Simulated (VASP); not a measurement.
# Al3B2As (C2) in VASP: notebook

Al3B2As is run at these levels: PBE; tasks: single point, relaxation of cell and atoms.

Everything below comes from runs of VASP 6.6.1. Logs are shortened: lines on timing, memory, paths and dates and some standing lists are left out, and cuts for length are marked.

**1. The cell of the first run**

It takes space group C2 (No. 5, monoclinic). Conventional cell: a = 10.955 Å, b = 3.869 Å, c = 3.882 Å, α = 90.00°, β = 92.78°, γ = 90.00°. Within 2.9 Å of Al (site symmetry 1) lie 4 B at 2.19 to 2.27 Å and 4 Al at 2.72 to 2.77 Å. Within 2.9 Å of Al (site symmetry 2) lie 2 B at 2.21 Å and 2 As at 2.56 Å. Within 2.9 Å of B (site symmetry 1) lie 1 As at 2.16 Å and 5 Al at 2.19 to 2.27 Å. As (site symmetry 2) has 2 B at 2.16 Å and 2 Al at 2.56 Å within 2.9 Å.

**2. Single point, PBE**

INCAR

```
  ALGO = Normal
  EDIFF = 1E-6
  ENCUT = 520
  GGA = PE
  ISIF = 2
  ISMEAR = 0
  LASPH = T
  LCHARG = F
  LREAL = F
  LWAVE = F
  NBANDS = 19
  NELM = 100
  PREC = Accurate
  SIGMA = 0.02
```

KPOINTS

```
k-points
0
Gamma
  10 10 10
```

POSCAR

```
Al3B2As
1.0
    5.4774587903     -1.9345325978      0.0020570449
    5.4774587903      1.9345325978      0.0020570449
   -0.1895687561      0.0000000000      3.8768748385
Al B As
3 2 1
Direct
    0.6627623010      0.8276724876      0.7538436978
    0.6962150333      0.3037849667      0.5000000000
    0.1723275124      0.3372376990      0.2461563022
    0.5683430950      0.7278271720      0.2461882073
    0.2721728280      0.4316569050      0.7538117927
    0.1282697850      0.8717302150      0.0000000000
```

Potentials or basis: VASP PAW PBE potentials, release 64 (Al, B, As).

Launch:

```sh
$ cat potpaw_PBE.64/Al/POTCAR potpaw_PBE.64/B/POTCAR potpaw_PBE.64/As/POTCAR > POTCAR
$ mpirun -np 1 vasp_std > vasp.out
```

OUTCAR:

```text
EDIFF = 1E-6
   ENCUT = 520
   GGA = PE
   ISIF = 2
   ISMEAR = 0
   LASPH = T
   LREAL = F
   NELM = 100
   PREC = Accurate

 ion  position               nearest neighbor table
   1  0.663  0.828  0.754-   4 2.19   4 2.23   5 2.25   5 2.27   3 2.72   3 2.72   3 2.77   3 2.77
                             2 3.02   6 3.02   6 3.10   2 3.12
   2  0.696  0.304  0.500-   4 2.21   5 2.21   6 2.56   6 2.56   6 2.93   6 2.93   1 3.02   3 3.02
                             3 3.12   1 3.12
   3  0.172  0.337  0.246-   5 2.19   5 2.23   4 2.25   4 2.27   1 2.72   1 2.72   1 2.77   1 2.77
                             2 3.02   6 3.02   6 3.10   2 3.12
   4  0.568  0.728  0.246-   6 2.16   1 2.19   2 2.21   1 2.23   3 2.25   3 2.27
   5  0.272  0.432  0.754-   6 2.16   3 2.19   2 2.21   3 2.23   1 2.25   1 2.27
   6  0.128  0.872  0.000-   4 2.16   5 2.16   2 2.56   2 2.56   2 2.93   2 2.93   3 3.02   1 3.02
                             1 3.10   3 3.10

  LATTYP: Found a base centered monoclinic cell.
 ALAT       =    10.9549183531
 B/A-ratio  =     0.3531806510
 C/A-ratio  =     0.3543163580
 COS(beta)  =    -0.0484638580

  Lattice vectors:

 A1 = (   5.4774587903,  -1.9345325978,   0.0020570449)
 A2 = (   5.4774587903,   1.9345325978,   0.0020570449)
 A3 = (  -0.1895687561,   0.0000000000,   3.8768748385)

Analysis of symmetry for initial positions (statically):
=====================================================================
 Subroutine PRICEL returns:
 Original cell was already a primitive cell.

 Routine SETGRP: Setting up the symmetry group for a
 base centered monoclinic supercell.

 Subroutine GETGRP returns: Found  2 space group operations
 (whereof  2 operations were pure point group operations)
 out of a pool of  4 trial point group operations.

The static configuration has the point symmetry C_2 .

Analysis of symmetry for dynamics (positions and initial velocities):
=====================================================================
 Subroutine PRICEL returns:
 Original cell was already a primitive cell.

 Routine SETGRP: Setting up the symmetry group for a
 base centered monoclinic supercell.

 Subroutine GETGRP returns: Found  2 space group operations
 (whereof  2 operations were pure point group operations)
 out of a pool of  4 trial point group operations.

The dynamic configuration has the point symmetry C_2 .

 Subroutine INISYM returns: Found  2 space group operations
 (whereof  2 operations are pure point group operations),
 and found     1 'primitive' translations

----------------------------------------------------------------------------------------

                                     Primitive cell

  volume of cell :      82.1627

  direct lattice vectors                    reciprocal lattice vectors
     5.477458790 -1.934532598  0.002057045     0.091281530 -0.258460364  0.004463421
     5.477458790  1.934532598  0.002057045     0.091281530  0.258460364  0.004463421
    -0.189568756  0.000000000  3.876874839    -0.000096867  0.000000000  0.257934981

  length of vectors
     5.809042555  5.809042555  3.881506773     0.274142298  0.274142298  0.257934999

  position of ions in fractional coordinates (direct lattice)
     0.662762301  0.827672488  0.753843698
     0.696215033  0.303784967  0.500000000
     0.172327512  0.337237699  0.246156302
     0.568343095  0.727827172  0.246188207
     0.272172828  0.431656905  0.753811793
     0.128269785  0.871730215  0.000000000

  ion indices of the primitive-cell ions
   primitive index   ion index
                 1           1
                 2           2
                 3           3
                 4           4
                 5           5
                 6           6

----------------------------------------------------------------------------------------

 KPOINTS: k-points

Automatic generation of k-mesh.
 Grid dimensions read from file:
 generate k-points for:   10   10   10

 Generating k-lattice:

  Cartesian coordinates                     Fractional coordinates (reciprocal lattice)
     0.009128153 -0.025846036  0.000446342     0.100000000 -0.000000000 -0.000000000
     0.009128153  0.025846036  0.000446342    -0.000000000  0.100000000 -0.000000000
    -0.000009687  0.000000000  0.025793498     0.000000000  0.000000000  0.100000000

  Length of vectors
     0.027414230  0.027414230  0.025793500

  Shift w.r.t. Gamma in fractional coordinates (k-lattice)
     0.000000000  0.000000000  0.000000000

 Subroutine IBZKPT returns following result:
 ===========================================

 Found    282 irreducible k-points:

 Following reciprocal coordinates:
            Coordinates               Weight
  0.000000  0.000000  0.000000      1.000000
  0.100000  0.000000 -0.000000      4.000000
  0.200000  0.000000 -0.000000      4.000000
  0.300000  0.000000 -0.000000      4.000000
  0.400000 -0.000000 -0.000000      4.000000
  0.500000  0.000000 -0.000000      2.000000
[... 16 lines left out ...]
  0.300000  0.300000 -0.000000      2.000000
  0.400000  0.300000 -0.000000      4.000000
 [... further k-points ...]
   k-points           NKPTS =    282   k-points in BZ     NKDIM =    282   number of bands    NBANDS=     19
   number of dos      NEDOS =    301   number of ions     NIONS =      6
   total plane-waves  NPLWV =  69120
   dimension x,y,z NGX =    48 NGY =   48 NGZ =   30
   dimension x,y,z NGXF=    96 NGYF=   96 NGZF=   60
   ions per type =               3   2   1
   NGX,Y,Z   is equivalent  to a cutoff of  13.74, 13.74, 12.85 a.u.
   NGXF,Y,Z  is equivalent  to a cutoff of  27.47, 27.47, 25.70 a.u.
 SYSTEM =  unknown system
   PREC   = accura    normal or accurate (medium, high low for compatibility)
   ISTART =      0    job   : 0-new  1-cont  2-samecut
   ICHARG =      2    charge: 1-file 2-atom 10-const
   ISPIN  =      1    spin polarized calculation?
   LNONCOLLINEAR =      F non collinear calculations
   LSORBIT =      F    spin-orbit coupling
   LASPH  =      T    aspherical Exc in radial PAW
   ENCUT  =  520.0 eV  38.22 Ry    6.18 a.u.  10.80 10.80  7.22*2*pi/ulx,y,z
   NELM   =    100;   NELMIN=  2; NELMDL= -5     # of ELM steps
   EDIFF  = 0.1E-05   stopping-criterion for ELM
   LREAL  =      F    real-space projection
   EDIFFG = 0.1E-04   stopping-criterion for IOM
   NSW    =      0    number of steps for IOM
   IBRION =     -1    ionic relax: 0-MD 1-quasi-New 2-CG
   NFREE  =      0    steps in history (QN), initial steepest desc. (CG)
   ISIF   =      2    stress and relaxation
   ISYM   =      2    0-nonsym 1-usesym 2-fastsym
   POTIM  = 0.5000    time-step for ionic-motion
   TEBEG  =    0.0;   TEEND  =   0.0 temperature during run
   PSTRESS=    0.0 pullay stress
   NELECT =      20.0000    total number of electrons
   NUPDOWN=      -1.0000    fix difference up-down
   EMIN   =  10.00;   EMAX   =-10.00  energy-range for DOS
   EFERMI =   0.00;   METHOD = LEGACY
   ISMEAR =     0;   SIGMA  =   0.02  broadening in eV -4-tet -1-fermi 0-gaus
   EFERMI_NEDOS =   21; number of points for ismear=-14 and -15
   IALGO  =     38    algorithm
   IMIX   =      4    mixing-type and parameters
     AMIX     =   0.40;   BMIX     =  1.00
     AMIX_MAG =   1.60;   BMIX_MAG =  1.00
  volume/ion in A,a.u.               =      13.69        92.41
  Fermi-wavevector in a.u.,A,eV,Ry     =   1.022178  1.931636 14.216018  1.044848
  Thomas-Fermi vector in A             =   2.155843
   LORBIT       =      0    0 simple, 1 ext, 2 COOP (PROOUT), +10 PAW based schemes
   GGA     = PE    functional components
   LHFCALC =     F    Hartree Fock is set to
   AEXX    =    0.0000 exact exchange contribution
   IVDW    =     0    specifies the selected vdW correction
   LEPSILON=     F    determine dielectric tensor
   LRPA    =     F    only Hartree local field effects (RPA)
 non-spin polarized calculation
 Gauss-broadening in eV      SIGMA  =   0.02
  energy-cutoff  :      520.00
  volume of cell :       82.16
 maximum number of plane-waves:      2234
 NGX is ok and might be reduce to    48
   NGX = 21   NGY = 21   NGZ = 15

 number of electron      20.0000000 magnetization

 Free energy of the ion-electron system (eV)
  ---------------------------------------------------
  ext. energy  EPLUGINS =         0.00000000
  ---------------------------------------------------
  free energy    TOTEN  =       -28.81427267 eV

  energy without entropy =      -28.81427267  energy(sigma->0) =      -28.81427267

 E-fermi :   7.4180     XC(G=0): -10.5478

 val. band max:        7.3054413099   @ k =  -0.1000  -0.1000   0.4000
 cond. band min:       7.8650638957   @ k =   0.5000   0.5000  -0.0000
 fundamental gap:      0.5596225858
 Fermi energy:         7.4179946139

 k-point     1 :       0.0000    0.0000    0.0000
  band No.  band energies     occupation
      1      -6.3739      2.00000
      2      -2.0351      2.00000
      3      -1.0439      2.00000
      4       2.9054      2.00000
      5       3.7375      2.00000
      6       3.7809      2.00000
[... 11 lines left out ...]
     18      13.7882      0.00000
     19      13.8877      0.00000

 k-point     2 :       0.1000    0.0000   -0.0000
  band No.  band energies     occupation
      1      -6.2897      2.00000
      2      -2.0961      2.00000
      3      -0.8592      2.00000
      4       2.3286      2.00000
      5       3.1023      2.00000
      6       3.6864      2.00000
[... 11 lines left out ...]
     18      13.4247      0.00000
     19      14.1121      0.00000

 k-point     3 :       0.2000    0.0000   -0.0000
  band No.  band energies     occupation
      1      -6.0459      2.00000
      2      -2.1729      2.00000
      3      -0.5275      2.00000
      4       1.2515      2.00000
      5       2.2007      2.00000
      6       3.8522      2.00000
[... 11 lines left out ...]
     18      12.9212      0.00000
     19      13.2399      0.00000

 k-point     4 :       0.3000    0.0000   -0.0000
  band No.  band energies     occupation
      1      -5.6768      2.00000
      2      -2.2007      2.00000
      3      -0.6841      2.00000
      4       0.6137      2.00000
      5       1.7540      2.00000
      6       4.2023      2.00000
[... 11 lines left out ...]
     18      12.6652      0.00000
     19      13.5977      0.00000

 k-point     5 :       0.4000   -0.0000   -0.0000
  band No.  band energies     occupation
      1      -5.2789      2.00000
      2      -2.2813      2.00000
      3      -1.1895      2.00000
      4       0.1810      2.00000
      5       2.2611      2.00000
      6       4.3966      2.00000
[... 11 lines left out ...]
     18      13.3384      0.00000
     19      13.7758      0.00000
[... 334 lines left out ...]
      2      -2.1749      2.00000
      3      -1.8206      2.00000
      4       0.7997      2.00000
      5       1.6456      2.00000
      6       4.7689      2.00000
[... 11 lines left out ...]
     18      14.4067      0.00000
     19      14.8904      0.00000

 k-point    22 :      -0.2000    0.2000    0.0000
  band No.  band energies     occupation
      1      -5.3478      2.00000
      2      -1.9608      2.00000
      3      -1.1730      2.00000
      4       0.5082      2.00000
      5       0.9646      2.00000
      6       4.6000      2.00000
[... 11 lines left out ...]
     18      13.9716      0.00000
     19      14.7233      0.00000

 k-point    23 :       0.3000    0.3000   -0.0000
  band No.  band energies     occupation
      1      -6.1274      2.00000
      2      -3.4928      2.00000
      3       0.8479      2.00000
      4       2.8461      2.00000
      5       3.4292      2.00000
      6       3.6674      2.00000
[... 11 lines left out ...]
     18      14.0295      0.00000
     19      14.3926      0.00000

 k-point    24 :       0.4000    0.3000   -0.0000
  band No.  band energies     occupation
      1      -5.9889      2.00000
      2      -3.6121      2.00000
      3       0.9068      2.00000
      4       2.3170      2.00000
      5       3.5757      2.00000
      6       3.9386      2.00000
[... 11 lines left out ...]
     18      13.5456      0.00000
     19      14.2870      0.00000

 [... further k-points ...]
[... 5 lines left out ...]
  --------------------------------------------------------------------------------------
  -------------------------------------------------------------------------------------
  Total        0.0549984      0.0305009      0.0187909      0.0000000      0.0000000      0.0376441
  in kB        1.0724710      0.5947681      0.3664239      0.0000000      0.0000000      0.7340613
  external PRESSURE =       0.6778877 kB  Pullay stress =       0.0000000 kB

 VOLUME and BASIS-vectors are now :
 -----------------------------------------------------------------------------
  energy-cutoff  :      520.00
  volume of cell :       82.16
      direct lattice vectors                 reciprocal lattice vectors
     5.477458790 -1.934532598  0.002057045     0.091281530 -0.258460364  0.004463421
     5.477458790  1.934532598  0.002057045     0.091281530  0.258460364  0.004463421
    -0.189568756  0.000000000  3.876874839    -0.000096867  0.000000000  0.257934981

 POSITION                                       TOTAL-FORCE (eV/Angst)
 -----------------------------------------------------------------------------------
      8.02089      0.31902      2.92562        -0.000336     -0.001625      0.002394
      5.38267     -0.75917      1.94049        -0.000000      0.002553     -0.000000
      2.74446      0.31902      0.95537         0.000336     -0.001625     -0.002394
      7.05305      0.30853      0.95711         0.021112     -0.012083      0.011083
      3.71230      0.30853      2.92388        -0.021112     -0.012083     -0.011083
      5.47746      1.43825      0.00206         0.000000      0.024864      0.000000
 -----------------------------------------------------------------------------------
    total drift:                                0.000000     -0.000414      0.000000

  FREE ENERGIE OF THE ION-ELECTRON SYSTEM (eV)
  ---------------------------------------------------
  free  energy   TOTEN  =       -28.8142726726 eV

  energy  without entropy=      -28.8142726726  energy(sigma->0) =      -28.81427267
```

Wall time 6.6 min (1 thread of Intel Xeon Platinum 8259CL at 2.50GHz (Skylake/Cascade Lake), shared host); peak memory 0.56 GiB.

What came out:

- Free energy: -28.8143 eV
- Pressure: 0.1 GPa
- Largest force: 0.027 eV/Å
- Band gap on the k mesh: 0.56 eV, indirect (least direct gap 0.85 eV)

Forces in eV/Å, atoms in the order of the input:
```
Al   0.000 -0.002  0.002
Al   0.000  0.003  0.000
Al   0.000 -0.002 -0.002
B    0.021 -0.012  0.011
B   -0.021 -0.012 -0.011
As   0.000  0.025  0.000
```

Stress tensor (GPa, compression positive):
```
0.11 0.00 0.07
0.00 0.06 0.00
0.07 0.00 0.04
```

Levels at points of the mesh, in eV from the valence-band top:
```
           k point  band 6  band 7  band 8  band 9  band 10  band 11  band 12  band 13  band 14  band 15
(0.00, 0.00, 0.00)   -3.52   -3.10   -2.02   -1.84    -0.67     1.15     1.79     2.50     4.08     4.66
(0.50, 0.00, 0.00)   -3.75   -2.28   -1.95   -1.15    -0.36     0.92     1.90     2.24     2.48     4.80
(0.50, 0.50, 0.00)   -3.65   -2.58   -1.95   -1.81    -0.64     0.56     1.25     2.17     2.49     4.06
(0.00, 0.00, 0.50)   -5.15   -2.47   -1.76   -1.75    -0.09     1.24     1.31     1.70     2.26     5.92
(0.50, 0.00, 0.50)   -5.48   -5.02   -4.26   -2.42    -1.67     0.57     0.93     4.18     4.92     6.01
(0.50, 0.50, 0.50)   -2.86   -2.22   -1.58   -1.50    -1.26     1.02     1.59     3.63     3.94     4.03
```

A k mesh can miss the band edges. PBE gaps usually lie below the measured ones, often by a third to a half.

(Continued in part 2 of 3.)
